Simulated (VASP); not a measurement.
# MnO (Fm-3m) in VASP: further runs

MnO is run at these levels: revPBE, BLYP, r2SCAN, PBEsol; tasks: single point.

All numbers are computed with VASP 6.6.1; they aren't measurements. Logs are shortened: lines on timing, memory, paths and dates and some standing lists are left out, and cuts for length are marked.

### 1 The cell of the first run

It takes space group Fm-3m (No. 225, cubic). The conventional cell has a = 4.448 Å, b = 4.448 Å, c = 4.448 Å, α = 90.00°, β = 90.00°, γ = 90.00°. Within 2.9 Å of Mn (site symmetry m-3m) lie 6 O at 2.22 Å. Within 2.9 Å of O (site symmetry m-3m) lie 6 Mn at 2.22 Å.

### 2 Single point, revPBE, collinear spin, ferromagnetic start

File INCAR:

```
PREC     = Accurate       # precision mode
ENCUT    = 520            # plane-wave cutoff, eV
EDIFF    = 1E-6           # SCF threshold, eV
ISMEAR   = -1             # smearing method
SIGMA    = 0.05           # smearing width, eV
LREAL    = F              # projectors in reciprocal space
LASPH    = T              # aspherical terms in the spheres
NELM     = 150            # most SCF steps
ALGO     = Normal         # electronic algorithm
ISIF     = 2              # what is computed and relaxed
LWAVE    = F              # write WAVECAR
LCHARG   = T              # write CHGCAR
ISPIN    = 2              # spin polarisation
MAGMOM   = 4 0            # initial moments
LORBIT   = 11             # projections on sites
LMAXMIX  = 4              # l up to which the mixer works
GGA      = RE             # functional
LELF     = T              # ELF
LVHAR    = T            
NBANDS   = 20             # bands
```

File KPOINTS:

```
regular mesh
0
Gamma
  6 6 6
```

File POSCAR:

```
MnO
1.0
    0.0000000000      2.2239077028      2.2239077028
    2.2239077028      0.0000000000      2.2239077028
    2.2239077028      2.2239077028      0.0000000000
Mn O
1 1
Direct
    0.0000000000      0.0000000000      0.0000000000
    0.5000000000      0.5000000000      0.5000000000
```

Potentials or basis: VASP PAW PBE potentials, release 64 (Mn_pv, O).

Started as:

```console
> cat potpaw_PBE.64/Mn_pv/POTCAR potpaw_PBE.64/O/POTCAR > POTCAR
> mpirun -np 1 vasp_std > vasp.out
```

OUTCAR:

```text
PREC = Accurate
   ENCUT = 520
   EDIFF = 1E-6
   ISMEAR = -1
   LREAL = F
   LASPH = T
   NELM = 150
   ISIF = 2
   ISPIN = 2
   LORBIT = 11
   GGA = RE

 ion  position               nearest neighbor table
   1  0.000  0.000  0.000-   2 2.22   2 2.22   2 2.22   2 2.22   2 2.22   2 2.22
   2  0.500  0.500  0.500-   1 2.22   1 2.22   1 2.22   1 2.22   1 2.22   1 2.22

  LATTYP: Found a face centered cubic cell.
 ALAT       =     4.4478154056

  Lattice vectors:

 A1 = (   0.0000000000,   2.2239077028,   2.2239077028)
 A2 = (   2.2239077028,   0.0000000000,   2.2239077028)
 A3 = (   2.2239077028,   2.2239077028,   0.0000000000)

Analysis of symmetry for initial positions (statically):
=====================================================================
 Subroutine PRICEL returns:
 Original cell was already a primitive cell.

 Routine SETGRP: Setting up the symmetry group for a
 face centered cubic supercell.

 Subroutine GETGRP returns: Found 48 space group operations
 (whereof 48 operations were pure point group operations)
 out of a pool of 48 trial point group operations.

The static configuration has the point symmetry O_h .

Analysis of symmetry for dynamics (positions and initial velocities):
=====================================================================
 Subroutine PRICEL returns:
 Original cell was already a primitive cell.

 Routine SETGRP: Setting up the symmetry group for a
 face centered cubic supercell.

 Subroutine GETGRP returns: Found 48 space group operations
 (whereof 48 operations were pure point group operations)
 out of a pool of 48 trial point group operations.

The dynamic configuration has the point symmetry O_h .

Analysis of structural, dynamic, and magnetic symmetry:
=====================================================================
 Subroutine PRICEL returns:
 Original cell was already a primitive cell.

 Routine SETGRP: Setting up the symmetry group for a
 face centered cubic supercell.

 Subroutine GETGRP returns: Found 48 space group operations
 (whereof 48 operations were pure point group operations)
 out of a pool of 48 trial point group operations.

The overall configuration has the point symmetry O_h .

 Subroutine INISYM returns: Found 48 space group operations
 (whereof 48 operations are pure point group operations),
 and found     1 'primitive' translations

----------------------------------------------------------------------------------------

                                     Primitive cell

[... 103 lines left out ...]
  Fermi-wavevector in a.u.,A,eV,Ry     =   1.559071  2.946217 33.071721  2.430703
  Thomas-Fermi vector in A             =   2.662483
   LORBIT       =     11    0 simple, 1 ext, 2 COOP (PROOUT), +10 PAW based schemes
   GGA     = RE    functional components
   LHFCALC =     F    Hartree Fock is set to
   AEXX    =    0.0000 exact exchange contribution
   IVDW    =     0    specifies the selected vdW correction
   LEPSILON=     F    determine dielectric tensor
   LRPA    =     F    only Hartree local field effects (RPA)
 spin polarized calculation
  energy-cutoff  :      520.00
  volume of cell :       22.00
 maximum number of plane-waves:       609
   NGX = 11   NGY = 11   NGZ = 11

 number of electron      18.9999991 magnetization       4.7545782

 Free energy of the ion-electron system (eV)
  ---------------------------------------------------
  ext. energy  EPLUGINS =         0.00000000
  ---------------------------------------------------
  free energy    TOTEN  =       -15.80854908 eV

  energy without entropy =      -15.80227788  energy(sigma->0) =      -15.80541348

 E-fermi :   7.6861     XC(G=0): -11.7008

 val. band max:        7.6368056845   @ k =   0.5000   0.3333   0.0000
 cond. band min:       7.7673107801   @ k =  -0.3333   0.1667   0.0000
 fundamental gap:      0.1305050956
 Fermi energy:         7.6861084344

 spin component 1

 k-point     1 :       0.0000    0.0000    0.0000
  band No.  band energies     occupation
      1     -42.8095      1.00000
      2     -42.8095      1.00000
      3     -42.8095      1.00000
      4     -12.6786      1.00000
      5       3.9052      1.00000
      6       3.9052      1.00000
[... 344 lines left out ...]
      6       1.7125      1.00000
[... 12 lines left out ...]
     19      33.0965      0.00000
     20      35.2046      0.00000
 Fermi energy:         7.6861084344

 spin component 2

 k-point     1 :       0.0000    0.0000    0.0000
  band No.  band energies     occupation
      1     -38.1176      1.00000
      2     -38.1176      1.00000
      3     -38.1176      1.00000
      4     -12.2582      1.00000
      5       4.2657      1.00000
      6       4.2657      1.00000
[... 357 lines left out ...]
     19      34.3744      0.00000
     20      35.7832      0.00000

------------------------ aborting loop because EDIFF is reached ----------------------------------------

  FORCE on cell =-STRESS in cart. coord.  units (eV):
  Direction    XX          YY          ZZ          XY          YZ          ZX
  --------------------------------------------------------------------------------------
  -------------------------------------------------------------------------------------
  Total        0.4324001      0.4324001      0.4324001      0.0000000      0.0000000     -0.0000000
  in kB       31.4931495     31.4931495     31.4931495      0.0000000      0.0000000     -0.0000000
  external PRESSURE =      31.4931495 kB  Pullay stress =       0.0000000 kB

 VOLUME and BASIS-vectors are now :
 -----------------------------------------------------------------------------
  energy-cutoff  :      520.00
  volume of cell :       22.00
      direct lattice vectors                 reciprocal lattice vectors
     0.000000000  2.223907703  2.223907703    -0.224829474  0.224829474  0.224829474
     2.223907703  0.000000000  2.223907703     0.224829474 -0.224829474  0.224829474
     2.223907703  2.223907703  0.000000000     0.224829474  0.224829474 -0.224829474

 POSITION                                       TOTAL-FORCE (eV/Angst)
 -----------------------------------------------------------------------------------
      0.00000      0.00000      0.00000         0.000000      0.000000     -0.000000
      2.22391      2.22391      2.22391        -0.000000      0.000000      0.000000
 -----------------------------------------------------------------------------------
    total drift:                                0.000000     -0.000000     -0.000000

  FREE ENERGIE OF THE ION-ELECTRON SYSTEM (eV)
  ---------------------------------------------------
  free  energy   TOTEN  =       -15.8085490773 eV

  energy  without entropy=      -15.8022778783  energy(sigma->0) =      -15.80541348

 total charge

# of ion       s       p       d       tot
------------------------------------------
    1        0.200   6.174   4.971  11.345
    2        1.565   3.420   0.000   4.985
--------------------------------------------------
tot          1.765   9.594   4.971  16.330

 magnetization (x)

# of ion       s       p       d       tot
------------------------------------------
    1        0.035   0.027   4.269   4.331
    2        0.030   0.158   0.000   0.188
--------------------------------------------------
tot          0.064   0.185   4.269   4.518
```

stdout:

```text
POSCAR found type information on POSCAR MnO
 POSCAR found :  2 types and       2 ions
 scaLAPACK will be used
 -----------------------------------------------------------------------------
|                                                                             |
|                                                                             |
|     You enforced a specific xc type in the INCAR file but a different       |
|     I HOPE YOU KNOW WHAT YOU ARE DOING!                                     |
|                                                                             |
 -----------------------------------------------------------------------------

 LDA part: xc-table for (Slater+PW92), standard interpolation
 POSCAR, INCAR and KPOINTS ok, starting setup
 FFT: planning ... GRIDC
 FFT: planning ... GRID_SOFT
 FFT: planning ... GRID
 WAVECAR not read
 entering main loop
```

Run time: 8.5 s. Hardware: 1 thread of Intel Xeon 6975P-C (Granite Rapids), shared host; peak memory 0.14 GiB.

What came out:

| Property | Result |
| --- | --- |
| Free energy | -15.8085 eV |
| Pressure | 3.1 GPa |
| Net moment | 4.75 μB per cell |
| Site moments | Mn +4.33; O +0.19 μB |
| Valence electrons inside the program's atomic spheres | Mn 11.35; O 4.99 |

Levels at points of the mesh, in eV from the Fermi level:
Spin up:
| k point | band 9 | band 10 | band 11 | band 12 | band 13 | band 14 | band 15 | band 16 |
| --- | --- | --- | --- | --- | --- | --- | --- | --- |
| (0.00, 0.00, 0.00) | -3.30 | -3.30 | -2.77 | -2.77 | -0.56 | 13.94 | 16.29 | 16.29 |
| (0.50, 0.00, 0.00) | -2.41 | -1.96 | 0.13 | 0.13 | 3.45 | 7.71 | 11.87 | 11.87 |
| (0.50, 0.50, 0.00) | -2.35 | -2.14 | -2.14 | -2.01 | 5.00 | 7.80 | 10.35 | 13.65 |
Spin down:
```tsv
k point	band 3	band 4	band 5	band 6	band 7	band 8	band 9	band 10	band 11	band 12
(0.00, 0.00, 0.00)	-45.80	-19.94	-3.42	-3.42	-3.42	0.78	0.78	0.78	0.82	1.38
(0.50, 0.00, 0.00)	-45.81	-19.01	-7.38	-4.88	-4.88	1.94	1.99	1.99	3.62	3.62
(0.50, 0.50, 0.00)	-45.83	-19.04	-6.45	-4.39	-4.39	-0.79	1.96	2.15	2.42	2.42
```

Caveat: the k points lie up to 0.41 Å⁻¹ apart; the PAW data sets were made with another functional, which shifts forces and pressure a little; a cell with one magnetic atom can't hold antiferromagnetic order, which such compounds often take; semilocal functionals often make such compounds metallic where correlation or magnetic order opens a gap, which also shifts bond lengths.

[end of part 1 of 3]
